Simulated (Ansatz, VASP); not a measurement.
PbSe in VASP and in Ansatz

File INCAR:

```
SYSTEM = PbSe
  ALGO = Normal
  EDIFF = 1E-6
  ENCUT = 520
  GGA = PS
  ISIF = 2
  ISMEAR = -1
  LASPH = .TRUE.
  LCHARG = .FALSE.
  LREAL = .FALSE.
  LWAVE = .FALSE.
  NBANDS = 17
  NELM = 60
  PREC = Accurate
  SIGMA = 0.02
```

File KPOINTS:

```
k-points
0
G
  7 7 7
  0 0 0
```

The input POSCAR:

```
PbSe
1.0
    0.0000000000      3.0009070000      3.0621500000
    3.0009070000      0.0000000000      3.0621500000
    3.0009070000      3.0009070000      0.0000000000
Pb Se
1 1
Direct
    0.0000000000      0.0000000000      0.0000000000
    0.5000000000      0.5000000000      0.5000000000
```

Input for Ansatz:

```yaml
crystal:
  lattice:
    - [0.0, 3.000907, 3.06215]
    - [3.000907, 0.0, 3.06215]
    - [3.000907, 3.000907, 0.0]
  atoms:
    - { symbol: Pb, position: [0.0, 0.0, 0.0] }
    - { symbol: Se, position: [0.5, 0.5, 0.5] }
kpoints:
  mp_grid: { grid: [7, 7, 7] }
  band_path:
    path:
      - [0.0, 0.0, 0.0]
      - [0.0, 0.5, 0.5]
      - [0.25, 0.75, 0.5]
      - [0.0, 0.5, 0.0]
      - [0.0, 0.0, 0.0]
      - [0.5, 0.5, 0.0]
      - [0.37005, 0.62995, 0.0]
      - [-0.37005, 0.37005, 0.0]
      - [0.0, 0.0, 0.0]
    npoints: 5
scf:
  occupations: { method: fermi_dirac, width: 0.02 }
hamiltonian:
  xc: pbesol
  pseudopotentials: { kind: all_electron, lapw: { basis_error: 0.0005 } }
output:
  forces: true
  stress: true
  eigenvalues: true
```

Change from the starting cell: equal xx and yy strain of -2 %.

Alike in both runs: task single point; functional PBEsol; k mesh 7 × 7 × 7; occupations fermi-dirac, width 0.02 eV; no spin polarisation.

|  | VASP | Ansatz |
| --- | --- | --- |
| version | VASP 6.6.1 | Ansatz 0.2.0 |
| potentials or method | VASP PAW PBE potentials, release 64 (Pb_d, Se), cutoff 520 eV | all-electron LAPW, scalar-relativistic |

Ansatz gave:

```
gap on the k mesh at the Fermi level (eV)                     : 0.79
pressure (GPa)                                                : 1.7
traceless stress, the component that is largest in VASP (GPa) : -1.87
```

Problem. Which values does VASP return?

Solution. gap on the k mesh at the Fermi level (eV): 0.79; pressure (GPa): 1.7; traceless stress, the component that is largest in VASP (GPa): -1.88.

VASP's potentials were made for PBE, not for PBEsol. Ansatz ran all-electron here, and VASP with PAW potentials.

Neither program's run includes spin-orbit coupling.
